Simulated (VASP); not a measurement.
CO2: dielectric tensor with LDA

Crystal: CO2.

```
CELL_PARAMETERS angstrom
2.63591 -2.38738 0.00000
2.63591 2.38738 0.00000
0.00000 0.00000 6.58717
ATOMIC_POSITIONS crystal
C 0.00000 0.00000 0.00000
C 0.50000 0.50000 0.50000
O 0.80651 0.19349 0.89184
O 0.19349 0.80651 0.10816
O 0.69349 0.30651 0.39184
O 0.30651 0.69349 0.60816
```

```yaml
Program: VASP 6.6.1
Task: dielectric tensor
Functional: LDA
Potentials_or_basis: VASP PAW LDA potentials, release 64 (C, O)
Cutoff: 520 eV
k_mesh: 5 × 5 × 3
Occupations: gaussian, width 0.01 eV
Spin: no spin polarisation
Dipole_correction: no
Further_INCAR_settings: ALGO = Normal; EDIFF = 1e-08
```

```
Band gap on the k mesh                  : 6.36 eV (least direct gap 6.88 eV)
Electronic dielectric tensor (diagonal) : 1.79, 2.29, 2.10
Born charges (mean of the diagonal)     : C +1.44; O -0.72 e
```

Levels at points of the mesh, in eV from the valence-band top:
| k point | band 12 | band 13 | band 14 | band 15 | band 16 | band 17 | band 18 | band 19 | band 20 |
| --- | --- | --- | --- | --- | --- | --- | --- | --- | --- |
| (0.00, 0.00, 0.00) | -3.42 | -0.95 | -0.90 | -0.58 | -0.52 | 6.36 | 7.03 | 7.59 | 7.73 |

Electronic dielectric tensor:
```
1.79 0.00 0.00
0.00 2.29 0.00
0.00 0.00 2.10
```

Born effective charge tensors (e):
atom 1, C
```
 0.69  0.00  0.00
 0.00  2.07 -0.82
 0.00 -1.09  1.56
```
atom 2, C
```
0.69 0.00 0.00
0.00 2.07 0.82
0.00 1.09 1.56
```
atom 3, O
```
-0.35  0.00  0.00
 0.00 -1.04  0.48
 0.00  0.61 -0.78
```
atom 4, O
```
-0.35  0.00  0.00
 0.00 -1.04  0.48
 0.00  0.61 -0.78
```
atom 5, O
```
-0.35  0.00  0.00
 0.00 -1.04 -0.48
 0.00 -0.61 -0.78
```
atom 6, O
```
-0.35  0.00  0.00
 0.00 -1.04 -0.48
 0.00 -0.61 -0.78
```

It took 3.5 min on 1 thread of Intel(R) Xeon(R) Platinum 8488C (Sapphire Rapids), with other jobs on the host, peak memory 0.21 GiB.

Caveat: an odd mesh through Γ misses points on the zone boundary, where band edges can lie.
